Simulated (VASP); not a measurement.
A run of VASP 6.6.1 is set up as follows.

Contents of INCAR:

```
SYSTEM = Li27TeH26
PREC = Accurate
ENCUT = 520
EDIFF = 1E-6
ISMEAR = -1
SIGMA = 0.01
LREAL = Auto
LASPH = .TRUE.
NELM = 80
ALGO = Normal
ISIF = 2
LWAVE = .FALSE.
LCHARG = .FALSE.
GGA = PE
NBANDS = 90
NELECT = 114.0
```

KPOINTS

```
regular mesh
0
G
  3 3 3
  0 0 0
```

File POSCAR:

```
Li27TeH26
1.0
    0.0000000000      6.1102500000      6.1102500000
    6.1102500000      0.0000000000      6.1102500000
    6.1102500000      6.1102500000      0.0000000000
Li Te H
27 1 26
Direct
    0.0019302030      0.0019302030      0.0019302030
   -0.0291210687     -0.0291210687      0.3624544021
    0.0019302030      0.0019302030      0.6608760576
   -0.0291210687      0.3624544021     -0.0291210687
   -0.0291210687      0.3624544021      0.3624544021
    0.0027298295      0.3306035039      0.6666666667
    0.0019302030      0.6608760576      0.0019302030
    0.0027298295      0.6666666667      0.3306035039
    0.0027298295      0.6666666667      0.6666666667
    0.3624544021     -0.0291210687     -0.0291210687
    0.3624544021     -0.0291210687      0.3624544021
    0.3306035039      0.0027298295      0.6666666667
    0.3624544021      0.3624544021     -0.0291210687
    0.3314031303      0.3314031303      0.3314031303
    0.3314031303      0.3314031303      0.6724572757
    0.3306035039      0.6666666667      0.0027298295
    0.3314031303      0.6724572757      0.3314031303
    0.3306035039      0.6666666667      0.6666666667
    0.6608760576      0.0019302030      0.0019302030
    0.6666666667      0.0027298295      0.3306035039
    0.6666666667      0.0027298295      0.6666666667
    0.6666666667      0.3306035039      0.0027298295
    0.6724572757      0.3314031303      0.3314031303
    0.6666666667      0.3306035039      0.6666666667
    0.6666666667      0.6666666667      0.0027298295
    0.6666666667      0.6666666667      0.3306035039
    0.6666666667      0.6666666667      0.6666666667
    0.1666666667      0.1666666667      0.1666666667
    0.1666666667      0.1666666667      0.5199233805
    0.1666666667      0.1666666667      0.8134099528
    0.1666666667      0.5199233805      0.1666666667
    0.1628791552      0.5012625038      0.5012625038
    0.1666666667      0.5199233805      0.8134099528
    0.1666666667      0.8134099528      0.1666666667
    0.1666666667      0.8134099528      0.5199233805
    0.1704541781      0.8320708295      0.8320708295
    0.5199233805      0.1666666667      0.1666666667
    0.5012625038      0.1628791552      0.5012625038
    0.5199233805      0.1666666667      0.8134099528
    0.5012625038      0.5012625038      0.1628791552
    0.5012625038      0.5012625038      0.5012625038
    0.5077928278      0.5077928278      0.8255405055
    0.5199233805      0.8134099528      0.1666666667
    0.5077928278      0.8255405055      0.5077928278
    0.5077928278      0.8255405055      0.8255405055
    0.8134099528      0.1666666667      0.1666666667
    0.8134099528      0.1666666667      0.5199233805
    0.8320708295      0.1704541781      0.8320708295
    0.8134099528      0.5199233805      0.1666666667
    0.8255405055      0.5077928278      0.5077928278
    0.8255405055      0.5077928278      0.8255405055
    0.8320708295      0.8320708295      0.1704541781
    0.8255405055      0.8255405055      0.5077928278
    0.8320708295      0.8320708295      0.8320708295
```

Potentials or basis: VASP PAW PBE potentials, release 64 (Li_sv, Te, H).

Launch:

```sh
$ cat potpaw_PBE.64/Li_sv/POTCAR potpaw_PBE.64/Te/POTCAR potpaw_PBE.64/H/POTCAR > POTCAR
$ mpirun -np 1 vasp_std > vasp.out
```

Task: What does it give for the largest force?

Result: 0.021 eV/Å.

Forces on the atoms (eV/Å):
```
Li  -0.004 -0.004 -0.004
Li   0.000  0.000  0.006
Li   0.004  0.004 -0.004
Li   0.000  0.006  0.000
Li  -0.006  0.000  0.000
Li  -0.014  0.014  0.000
Li   0.004 -0.004  0.004
Li  -0.014  0.000  0.014
Li   0.000  0.014  0.014
Li   0.006  0.000  0.000
Li   0.000 -0.006  0.000
Li   0.014 -0.014  0.000
Li   0.000  0.000 -0.006
Li   0.004  0.004  0.004
Li  -0.004 -0.004  0.004
Li   0.014  0.000 -0.014
Li  -0.004  0.004 -0.004
Li   0.000 -0.014 -0.014
Li  -0.004  0.004  0.004
Li   0.000 -0.014  0.014
Li   0.014  0.000  0.014
Li   0.000  0.014 -0.014
Li   0.004 -0.004 -0.004
Li  -0.014  0.000 -0.014
Li   0.014  0.014  0.000
Li  -0.014 -0.014  0.000
Li   0.000  0.000  0.000
Te   0.000  0.000  0.000
H    0.014  0.014  0.000
H   -0.014 -0.014  0.000
H    0.014  0.000  0.014
H   -0.001  0.001  0.001
H    0.000 -0.014  0.014
H   -0.014  0.000 -0.014
H    0.000  0.014 -0.014
H    0.001 -0.001 -0.001
H    0.000  0.014  0.014
H    0.001 -0.001  0.001
H   -0.014  0.000  0.014
H    0.001  0.001 -0.001
H   -0.001 -0.001 -0.001
H    0.000  0.000  0.021
H   -0.014  0.014  0.000
H    0.000  0.021  0.000
H   -0.021  0.000  0.000
H    0.000 -0.014 -0.014
H    0.014  0.000 -0.014
H   -0.001  0.001 -0.001
H    0.014 -0.014  0.000
H    0.021  0.000  0.000
H    0.000 -0.021  0.000
H   -0.001 -0.001  0.001
H    0.000  0.000 -0.021
H    0.001  0.001  0.001
```

Caveat: the cell carries a net charge on a neutralising background, which shifts energy and pressure.
